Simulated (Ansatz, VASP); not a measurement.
One calculation of CdSe, two programs

```xyz
4
Lattice="4.3407 0.0000 0.0000 -2.1704 3.7592 0.0000 0.0000 0.0000 7.0767" Properties=species:S:1:pos:R:3 pbc="T T T"
Cd    0.0000    2.5061    0.0320
Cd    2.1704    1.2531    3.5703
Se    0.0000    2.5061    2.6925
Se    2.1704    1.2531    6.2308
```

Alike in both runs: task single point; functional r2SCAN; k mesh 12 × 12 × 4; no spin polarisation.

|  | VASP | Ansatz |
| --- | --- | --- |
| version | VASP 6.6.1 | Ansatz 0.2.0 |
| potentials or method | VASP PAW PBE potentials, release 64 (Cd, Se) | plane waves, PAW |
| plane-wave cutoff (eV) | 520 | 500 |
| occupations | gaussian, width 0.01 eV | fixed |
| valence electrons in the cell | 36 | 72 |

Ansatz gave:

```
gap on the k mesh at the Fermi level (eV) : 1.11
pressure (GPa)                            : 0.0
```

What did VASP give for the same quantities?

gap on the k mesh at the Fermi level (eV): 1.09; pressure (GPa): 0.2.

VASP's potentials were made for PBE, not for r2SCAN. VASP's potentials hold 36 valence electrons a cell and Ansatz's 72, so a difference there can come from the potentials and not from the codes.
